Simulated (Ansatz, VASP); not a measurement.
LiBe16 in VASP and in Ansatz

```
Be Li
1.0
    -2.29000   -3.96640    0.00000
     3.43500   -1.98320    0.00000
     0.00000    0.00000    7.17686
Be Li
16 1
Direct
  0.73333 0.42774 0.01078
  0.48372 0.28408 0.25721
  0.73346 0.42819 0.50342
  0.56051 0.60996 0.75696
  0.49502 0.92808 0.01128
  0.24006 0.79792 0.25721
  0.49504 0.92858 0.50301
  0.17573 0.79120 0.75740
  0.23810 0.48351 0.01243
  0.98783 0.30591 0.25737
  0.23840 0.48336 0.50223
  0.96780 0.39052 0.75697
  0.00891 0.98929 0.01255
  0.74237 0.79095 0.25714
  0.00866 0.98912 0.50225
  0.77371 0.99577 0.75748
  0.37380 0.20103 0.75733
```

Alike in both runs: functional PBE; k mesh 4 × 4 × 3; occupations gaussian, width 0.1 eV; no spin polarisation.

Ansatz relaxed the structure, and its values are those at the end. VASP's run is a single point on that final structure, the one shown.

```csv
,VASP,Ansatz
version,VASP 6.6.1,Ansatz 0.2.0
potentials or method,"VASP PAW PBE potentials, release 64 (Be, Li_sv), cutoff 520 eV","scalar-relativistic, plane waves, PAW"
valence electrons in the cell,35,35
```

|  | VASP | Ansatz | Ansatz less VASP |
| --- | --- | --- | --- |
| rms of the force components (eV/Å) | 0.004 | 0.003 | -0.0014 |

The k mesh is coarse, so the values compare programs but aren't converged. Noted on VASP's run: the cutoff is short for stress, so the pressure is rough.
